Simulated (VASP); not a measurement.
## WS2: single point with PBE+D3(BJ)

System: WS2, a slab with vacuum.

```xyz
6
Lattice="3.1599 0.0000 0.0000 0.0000 5.4731 0.0000 0.0000 0.0000 16.9398" Properties=species:S:1:pos:R:3 pbc="T T T"
W     0.0000    1.8244    0.0000
W     1.5799    4.5609    0.0000
S     1.5799    0.9122   15.3638
S     0.0000    3.6487   15.3638
S     1.5799    0.9122    1.5760
S     0.0000    3.6487    1.5760
```

```yaml
Program: VASP 6.6.1
Task: single point
Functional: PBE
Dispersion: D3(BJ)
Potentials_or_basis: VASP PAW PBE potentials, release 64 (W_sv, S)
Cutoff: 520 eV
k_mesh: 8 × 6 × 2
Occupations: gaussian, width 0.05 eV
Spin: no spin polarisation
Dipole_correction: no
Further_INCAR_settings: ALGO = Normal; EDIFF = 1e-07; NBANDS = 35
```

* Band gap on the k mesh: 2.07 eV
* Dispersion energy per atom: -0.311 eV

Levels at points of the mesh, in eV from the valence-band top:
```
           k point  band 24  band 25  band 26  band 27  band 28  band 29
(0.00, 0.00, 0.00)    -1.16    -0.90    -0.08     3.00     3.00     3.01
(0.50, 0.00, 0.00)    -1.91    -0.54    -0.54     2.51     2.51     3.46
(0.00, 0.50, 0.00)    -1.65    -0.85    -0.85     2.34     2.34     2.64
(0.50, 0.50, 0.00)    -1.16    -0.90    -0.90     3.01     3.01     3.43
(0.00, 0.00, 0.50)    -1.16    -0.90    -0.08     3.00     3.00     3.01
(0.50, 0.00, 0.50)    -1.91    -0.54    -0.54     2.51     2.51     3.46
(0.00, 0.50, 0.50)    -1.65    -0.85    -0.85     2.34     2.34     2.64
(0.50, 0.50, 0.50)    -1.16    -0.90    -0.90     3.01     3.01     3.43
```

Wall time 7.6 min on 1 thread of AMD EPYC 9R14 (Zen 4), with other jobs on the host, peak memory 0.53 GiB.

Caveat: spin-orbit coupling is left out, which moves the levels of the heavy elements.
